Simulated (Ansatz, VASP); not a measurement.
**Two plane-wave programs on Si**

Contents of INCAR:

```
  PREC = Accurate
  ENCUT = 520
  EDIFF = 1E-6
  ISMEAR = 0
  SIGMA = 0.15
  LREAL = F
  LASPH = T
  NELM = 60
  ALGO = Normal
  ISIF = 2
  LWAVE = F
  LCHARG = F
  NBANDS = 26
```

File KPOINTS:

```
Automatic mesh
0
Gamma
  10 10 8
```

Contents of POSCAR:

```
Si
1.0
    4.4383336898     -2.3738387447      0.0000000000
    4.4383336898      2.3738387447      0.0000000000
    0.0000000000      0.0000000000      5.1944571589
Si
8
Direct
    0.5000000000      0.5000000000      0.7705063100
    0.5000000000      0.5000000000      0.2294936900
    1.0000000000      0.0000000000      0.2705063100
    0.0000000000      1.0000000000      0.7294936900
    0.7262158274      0.7262158274      0.5000000000
    0.2262158274      0.2262158274      0.0000000000
    0.2737841726      0.2737841726      0.5000000000
    0.7737841726      0.7737841726      0.0000000000
```

Input for Ansatz:

```yaml
crystal:
  lattice:
    - [4.4383336898, -2.3738387447, 0.0]
    - [4.4383336898, 2.3738387447, 0.0]
    - [0.0, 0.0, 5.1944571589]
  atoms:
    - { symbol: Si, position: [0.5, 0.5, 0.77050631] }
    - { symbol: Si, position: [0.5, 0.5, 0.22949369] }
    - { symbol: Si, position: [1.0, 0.0, 0.27050631] }
    - { symbol: Si, position: [0.0, 1.0, 0.72949369] }
    - { symbol: Si, position: [0.7262158274, 0.7262158274, 0.5] }
    - { symbol: Si, position: [0.2262158274, 0.2262158274, 0.0] }
    - { symbol: Si, position: [0.2737841726, 0.2737841726, 0.5] }
    - { symbol: Si, position: [0.7737841726, 0.7737841726, 0.0] }
basis:
  ecutwfc: 420
kpoints:
  mp_grid: { grid: [10, 10, 8] }
hamiltonian:
  xc: lda
scf:
  occupations: { method: gaussian, width: 0.15 }
output:
  forces: true
  stress: true
  eigenvalues: true
```

Change from the starting cell: strain -0.025 along x and y, -0.025 along z, atoms carried along.

Alike in both runs: task single point; functional LDA; k mesh 10 × 10 × 8; occupations gaussian, width 0.15 eV; no spin polarisation.

|  | VASP | Ansatz |
| --- | --- | --- |
| version | VASP 6.6.1 | Ansatz 0.2.0 |
| potentials or method | VASP PAW LDA potentials, release 64 (Si), cutoff 520 eV | scalar-relativistic, plane waves, PAW |
| valence electrons in the cell | 32 | 32 |

|  | VASP | Ansatz | Ansatz less VASP |
| --- | --- | --- | --- |
| gap on the k mesh at the Fermi level (eV) | none | none | - |
| pressure (GPa) | 10.6 | 10.4 | -0.12 |
| traceless stress, the component that is largest in VASP (GPa) | 1.02 | 1.01 | -0.016 |
| rms of the force components (eV/Å) | 0.066 | 0.066 | -0.0002 |

LDA's correlation is that of Perdew and Zunger in VASP and of Perdew and Wang (1992) in Ansatz. Atom by atom the forces differ by 0.001 eV/Å (rms over components). A gap of «none» marks a metal or a gap that the smearing closes.
